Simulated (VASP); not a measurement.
# MgO (P6_3/mmc) in VASP: notebook, part 2 of 2

VASP 6.6.1. Earlier steps stand in the parts before.

## 5. Single point, PBE (12.11 Å³/atom)

This run uses another cell than the first one, of 12.11 Å³/atom.

File INCAR:

```
PREC = Accurate ; ENCUT = 520
EDIFF = 1E-7 ; ISMEAR = 0
SIGMA = 0.05 ; LREAL = F
LASPH = T ; NELM = 80
ALGO = Normal ; ISIF = 2
LWAVE = F ; LCHARG = T
GGA = PE ; LELF = T
LVHAR = T ; NBANDS = 16
```

File KPOINTS:

```
regular mesh
0
Gamma
  9 9 6
```

File POSCAR:

```
MgO
1.0
    3.6529264762      0.0000000000      0.0000000000
   -1.8264632381      3.1635271265      0.0000000000
    0.0000000000      0.0000000000      4.1913678388
Mg O
2 2
Direct
    0.6666666667      0.3333333333      0.7500000000
    0.3333333333      0.6666666667      0.2500000000
    0.6666666667      0.3333333333      0.2500000000
    0.3333333333      0.6666666667      0.7500000000
```

Potentials or basis: VASP PAW PBE potentials, release 64 (Mg, O).

Command:

```bash
$ cat potpaw_PBE.64/Mg/POTCAR potpaw_PBE.64/O/POTCAR > POTCAR
$ mpirun -np 1 vasp_std > vasp.out
```

OUTCAR:

```text
PREC = Accurate
   ENCUT = 520
   EDIFF = 1E-7
   ISMEAR = 0
   LREAL = F
   LASPH = T
   NELM = 80
   ISIF = 2
   GGA = PE

 ion  position               nearest neighbor table
   1  0.667  0.333  0.750-   3 2.10   3 2.10   4 2.11   4 2.11   4 2.11   2 2.97   2 2.97   2 2.97
                             2 2.97   2 2.97   2 2.97
   2  0.333  0.667  0.250-   4 2.10   4 2.10   3 2.11   3 2.11   3 2.11   1 2.97   1 2.97   1 2.97
                             1 2.97   1 2.97   1 2.97
   3  0.667  0.333  0.250-   1 2.10   1 2.10   2 2.11   2 2.11   2 2.11
[... 662 lines left out ...]
  --------------------------------------------------------------------------------------
  -------------------------------------------------------------------------------------
  Total       -2.5284720     -2.5284720     -1.0045045      0.0000000     -0.0000000      0.0000000
  in kB      -83.6373869    -83.6373869    -33.2272345      0.0000000     -0.0000000      0.0000000
  external PRESSURE =     -66.8340027 kB  Pullay stress =       0.0000000 kB

 VOLUME and BASIS-vectors are now :
 -----------------------------------------------------------------------------
  energy-cutoff  :      520.00
  volume of cell :       48.44
      direct lattice vectors                 reciprocal lattice vectors
     3.652926476  0.000000000  0.000000000     0.273753115  0.158051434  0.000000000
    -1.826463238  3.163527127  0.000000000     0.000000000  0.316102869  0.000000000
     0.000000000  0.000000000  4.191367839     0.000000000  0.000000000  0.238585597

 POSITION                                       TOTAL-FORCE (eV/Angst)
 -----------------------------------------------------------------------------------
      1.82646      1.05451      3.14353         0.000000      0.000000     -0.000000
     -0.00000      2.10902      1.04784        -0.000000     -0.000000     -0.000000
      1.82646      1.05451      1.04784        -0.000000     -0.000000      0.000000
     -0.00000      2.10902      3.14353         0.000000     -0.000000      0.000000
 -----------------------------------------------------------------------------------
    total drift:                               -0.000000      0.000000     -0.000000

  FREE ENERGIE OF THE ION-ELECTRON SYSTEM (eV)
  ---------------------------------------------------
  free  energy   TOTEN  =       -23.5816299643 eV

  energy  without entropy=      -23.5816299643  energy(sigma->0) =      -23.58162996
```

OSZICAR:

```text
N       E                     dE             d eps       ncg     rms          rms(c)
DAV:   1     0.610934839668E+02    0.61093E+02   -0.73400E+03  1536   0.877E+02
DAV:   2    -0.233135119986E+02   -0.84407E+02   -0.76556E+02  2128   0.191E+02
DAV:   3    -0.275425746724E+02   -0.42291E+01   -0.42173E+01  1792   0.453E+01
DAV:   4    -0.275609806235E+02   -0.18406E-01   -0.18405E-01  1848   0.348E+00
DAV:   5    -0.275610794012E+02   -0.98778E-04   -0.98776E-04  1808   0.246E-01    0.111E+01
DAV:   6    -0.236716024757E+02    0.38895E+01   -0.10869E+01  1664   0.249E+01    0.382E+00
DAV:   7    -0.236042102247E+02    0.67392E-01   -0.17540E-01  1536   0.342E+00    0.215E+00
DAV:   8    -0.235839725038E+02    0.20238E-01   -0.11830E-01  1616   0.357E+00    0.586E-01
DAV:   9    -0.235805712524E+02    0.34013E-02   -0.11547E-02  1840   0.946E-01    0.137E-01
DAV:  10    -0.235816014491E+02   -0.10302E-02   -0.10783E-03  1568   0.270E-01    0.399E-02
DAV:  11    -0.235816308758E+02   -0.29427E-04   -0.45076E-05  1728   0.520E-02    0.261E-02
DAV:  12    -0.235816320105E+02   -0.11346E-05   -0.12003E-05  1584   0.247E-02    0.118E-02
DAV:  13    -0.235816299565E+02    0.20539E-05   -0.76741E-06  1808   0.217E-02    0.138E-03
DAV:  14    -0.235816299643E+02   -0.77446E-08   -0.16538E-07  1312   0.348E-03
   1 F= -.23581630E+02 E0= -.23581630E+02  d E =-.216780E-12
```

stdout:

```text
POSCAR found type information on POSCAR MgO
 POSCAR found :  2 types and       4 ions
 scaLAPACK will be used
 LDA part: xc-table for (Slater+PW92), standard interpolation
 POSCAR, INCAR and KPOINTS ok, starting setup
 FFT: planning ... GRIDC
 FFT: planning ... GRID_SOFT
 FFT: planning ... GRID
 WAVECAR not read
 entering main loop
```

It took 49 s on 1 thread of Intel Xeon 8259CL, shared host; peak memory 0.18 GiB.

What came out:

* Free energy: -23.5816 eV
* Pressure: -6.7 GPa
* Band gap on the k mesh: 3.04 eV

Levels at points of the mesh, in eV from the valence-band top:
```tsv
k point	band 4	band 5	band 6	band 7	band 8	band 9	band 10	band 11	band 12	band 13
(0.00, 0.00, 0.00)	-1.54	-1.54	-0.56	-0.56	0.00	3.04	8.95	11.72	11.72	11.97
(0.00, 0.00, 0.50)	-2.22	-1.07	-1.07	-1.07	-1.07	6.08	6.08	12.07	12.07	12.07
```

Caveat: the cell stands under tension.

## 6. Single point, PBE (12.11 Å³/atom)

This run uses another cell than the first one, of 12.11 Å³/atom.

File INCAR:

```
ALGO     = Normal         # electronic algorithm
EDIFF    = 1E-6           # SCF threshold, eV
ENCUT    = 520            # plane-wave cutoff, eV
GGA      = PE             # functional
ISIF     = 2              # what is computed and relaxed
ISMEAR   = 0              # smearing method
LASPH    = True           # aspherical terms in the spheres
LCHARG   = False          # write CHGCAR
LREAL    = False          # projectors in reciprocal space
LWAVE    = False          # write WAVECAR
NBANDS   = 16             # bands
NELM     = 80             # most SCF steps
PREC     = Accurate       # precision mode
SIGMA    = 0.05           # smearing width, eV
```

File KPOINTS:

```
k-points
0
Gamma
  9 9 6
```

File POSCAR:

```
MgO
1.0
    3.5377068345      0.0000000000      0.0000000000
   -1.7688534173      3.0637439898      0.0000000000
    0.0000000000      0.0000000000      4.4688312734
Mg O
2 2
Direct
    0.6666666667      0.3333333333      0.7500000000
    0.3333333333      0.6666666667      0.2500000000
    0.6666666667      0.3333333333      0.2500000000
    0.3333333333      0.6666666667      0.7500000000
```

Potentials or basis: VASP PAW PBE potentials, release 64 (Mg, O).

Command:

```bash
$ cat potpaw_PBE.64/Mg/POTCAR potpaw_PBE.64/O/POTCAR > POTCAR
$ mpirun -np 1 vasp_std > vasp.out
```

Run time: 51 s. Hardware: 1 thread of Intel Xeon 8259CL, shared host; peak memory 0.19 GiB.

Results (log left out):

| Quantity | Value |
| --- | --- |
| Free energy | -23.5761 eV |
| Pressure | -7.0 GPa |
| Band gap on the k mesh | 2.87 eV |

Stress tensor (GPa, compression positive):
```
 -5.39   0.00   0.00
  0.00  -5.39   0.00
  0.00   0.00 -10.27
```

Levels at points of the mesh, in eV from the valence-band top:
```
           k point  band 5  band 6  band 7  band 8  band 9  band 10  band 11  band 12
(0.00, 0.00, 0.00)   -1.56   -0.82   -0.82    0.00    2.87     8.49    10.97    12.17
(0.00, 0.00, 0.50)   -1.20   -1.20   -1.20   -1.20    5.81     5.81    12.53    12.53
```

Caveat: the cell stands under tension.

## 7. The runs side by side

| cell | gap on the mesh (eV) | pressure (GPa) |
| --- | --- | --- |
| a = 3.520, b = 3.520, c = 4.446 Å, angles 90.0, 90.0, 120.0°, 4 atoms | 2.95 | -5.5 |
| a = 3.674, b = 3.674, c = 4.082 Å, angles 90.0, 90.0, 120.0°, 4 atoms | 3.17 | -4.0 |
| a = 3.614, b = 3.614, c = 4.282 Å, angles 90.0, 90.0, 120.0°, 4 atoms | 2.98 | -7.2 |
| a = 3.653, b = 3.653, c = 4.191 Å, angles 90.0, 90.0, 120.0°, 4 atoms | 3.04 | -6.7 |
| a = 3.538, b = 3.538, c = 4.469 Å, angles 90.0, 90.0, 120.0°, 4 atoms | 2.87 | -7.0 |

Alike in all rows: task single point; level PBE; potentials or basis VASP PAW PBE potentials, release 64 (Mg, O); no spin polarisation; k mesh 9 × 9 × 6; cutoff (eV) 520; smearing gaussian 0.05 eV.

Caveats: the cell stands under tension.

Total energies depend on the potentials used, so only differences within one code and one set of settings carry meaning.
